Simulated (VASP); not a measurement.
## AlNi: relaxation of cell and atoms with revPBE+D3(BJ)

The system is AlNi.

```
Ni Al
1.0
     2.88100    0.00000    0.00000
     0.00000    2.88100    0.00000
     0.00000    0.00000    2.88100
Ni Al
1 1
Direct
  0.50000 0.50000 0.50000
  0.00000 0.00000 0.00000
```

| Item | Value |
| --- | --- |
| Program | VASP 6.6.1 |
| Task | relaxation of cell and atoms |
| Functional | revPBE |
| Dispersion | D3(BJ) |
| Potentials or basis | VASP PAW PBE potentials, release 64 (Ni, Al) |
| Cutoff | 600 eV |
| k mesh | 9 × 9 × 9 |
| Occupations | fermi-dirac, width 0.05 eV |
| Spin | collinear spin, ferromagnetic start |
| Starting moments | [1.0, 0.0] μB |
| Dipole correction | no |
| Further INCAR settings | ALGO = Normal; EDIFF = 1e-06; IBRION = 2; EDIFFG = -0.005; NSW = 80; ISIF = 3 |

```yaml
Relaxed_volume: 11.44 Å³/atom
Relaxed_cell: a = 2.839 Å, b = 2.839 Å, c = 2.839 Å, α = 90.00°, β = 90.00°, γ = 90.00°
Space_group_after_relaxing_to_0.05_Å: Pm-3m (No. 221)
Energy_gained_by_relaxing: 12.1 meV/atom
Ionic_steps: 3
Pressure_after_relaxing: 0.0 GPa
Net_moment: 0.00 μB per cell
Valence_electrons_inside_the_program's_atomic_spheres: Ni 9.54; Al 0.82
Dispersion_energy_per_atom: -0.888 eV
```

The path:
| step | energy change (eV) | largest force (eV/Å) | pressure (GPa) | volume (Å³) |
| --- | --- | --- | --- | --- |
| 1 | 0.0000 | 0.0000 | -7.16 | 23.91 |
| 2 | -0.0087 | 0.0000 | 6.60 | 22.11 |
| 3 | -0.0241 | 0.0000 | -0.04 | 22.88 |

Final structure:
```xyz
2
Lattice="2.8391 0.0000 0.0000 0.0000 2.8391 0.0000 0.0000 0.0000 2.8391" Properties=species:S:1:pos:R:3 pbc="T T T"
Ni    1.4195    1.4195    1.4195
Al    0.0000    0.0000    0.0000
```

Levels at points of the mesh, in eV from the Fermi level:
Spin up:
```tsv
k point	band 4	band 5	band 6	band 7	band 8	band 9
(0.00, 0.00, 0.00)	-1.66	-1.66	-1.66	5.70	5.70	5.70
```
Spin down:
```
           k point  band 4  band 5  band 6  band 7  band 8  band 9
(0.00, 0.00, 0.00)   -1.66   -1.66   -1.66    5.70    5.70    5.70
```

It took 27 s on 1 thread of Intel(R) Xeon(R) Platinum 8375C CPU @ 2.90GHz (Ice Lake) (shared host), peak memory 0.17 GiB.

Caveat: the PAW data sets were made with another functional, which shifts forces and pressure a little; pairwise dispersion overbinds metals, which lowers pressure and volume.
